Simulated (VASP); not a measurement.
Here is a VASP 6.6.1 calculation.

Contents of INCAR:

```
  ALGO = Normal
  EDIFF = 1E-6
  ENCUT = 520
  GGA = PE
  ISIF = 2
  ISMEAR = -5
  LASPH = True
  LCHARG = False
  LREAL = False
  LWAVE = False
  NBANDS = 14
  NELM = 80
  PREC = Accurate
  SIGMA = 0.1
```

Contents of KPOINTS:

```
k-points
0
Gamma
  12 12 12
```

File POSCAR:

```
ZrB
1.0
    0.0000000000      2.4521217160      2.4521217160
    2.4521217160      0.0000000000      2.4521217160
    2.4521217160      2.4521217160      0.0000000000
Zr B
1 1
Direct
    0.5000000000      0.5000000000      0.5000000000
    0.0000000000      0.0000000000      0.0000000000
```

Potentials or basis: VASP PAW PBE potentials, release 64 (Zr_sv, B).

Run with:

```bash
$ cat potpaw_PBE.64/Zr_sv/POTCAR potpaw_PBE.64/B/POTCAR > POTCAR
$ mpirun -np 1 vasp_std > vasp.out
```

What does it give for the pressure?

0.1 GPa.

Estimate the band gap on the k mesh.

zero (an odd number of electrons rules out a gap without spin polarisation).

Caveat: tetrahedron occupations give inexact forces and stress in metals.
